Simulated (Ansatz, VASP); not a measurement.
# TiO2 in VASP and in Ansatz

File INCAR:

```
SYSTEM = TiO2
PREC = Accurate
ENCUT = 520
EDIFF = 1E-6
ISMEAR = -1
SIGMA = 0.02
LREAL = .False.
LASPH = .True.
NELM = 60
ALGO = Normal
ISIF = 2
LWAVE = .False.
LCHARG = .False.
GGA = PE
IBRION = 2
NSW = 80
EDIFFG = -0.02
```

KPOINTS

```
Automatic mesh
0
Gamma
  7 7 10
  0 0 0
```

File POSCAR:

```
TiO2
1.0
    4.5940000000      0.0000000000      0.0000000000
    0.0000000000      4.5940000000      0.0000000000
    0.0000000000      0.0000000000      2.9590000000
Ti O
2 4
Direct
    0.0000000000      0.0000000000      0.0000000000
    0.5000000000      0.5000000000      0.5000000000
    0.3060000000      0.3060000000      0.0000000000
    0.1940000000      0.8060000000      0.5000000000
    0.6940000000      0.6940000000      0.0000000000
    0.8060000000      0.1940000000      0.5000000000
```

Input for Ansatz:

```yaml
crystal:
  lattice:
    - [4.594, 0.0, 0.0]
    - [0.0, 4.594, 0.0]
    - [0.0, 0.0, 2.959]
  atoms:
    - { symbol: Ti, position: [0.0, 0.0, 0.0] }
    - { symbol: Ti, position: [0.5, 0.5, 0.5] }
    - { symbol: O, position: [0.306, 0.306, 0.0] }
    - { symbol: O, position: [0.194, 0.806, 0.5] }
    - { symbol: O, position: [0.694, 0.694, 0.0] }
    - { symbol: O, position: [0.806, 0.194, 0.5] }
kpoints:
  mp_grid: { grid: [7, 7, 10] }
scf:
  occupations: { method: fermi_dirac, width: 0.02 }
hamiltonian:
  xc: pbe
  pseudopotentials: { kind: paw }
output:
  forces: true
  stress: true
  populations: true
  efg:
    quadrupole_moments_barn: { Ti: 0.247, O: -0.02558 }
    contact_densities: true
relax:
  f_tol: 0.02
  max_steps: 60
```

Alike in both runs: task relaxation of the atoms; functional PBE; k mesh 7 × 7 × 10; occupations fermi-dirac, width 0.02 eV; no spin polarisation.

|  | VASP | Ansatz |
| --- | --- | --- |
| version | VASP 6.6.1 | Ansatz 0.2.0 |
| potentials or method | VASP PAW PBE potentials, release 64 (Ti_sv, O) | plane-wave PAW, scalar-relativistic |
| plane-wave cutoff (eV) | 520 | 420 |
| valence electrons in the cell | 48 | 48 |

```tsv
	VASP	Ansatz	Ansatz less VASP
gap on the k mesh at the Fermi level, each at its own relaxed structure (eV)	1.83	1.87	+0.036
```

Ansatz's warnings: stress scf threshold loose.
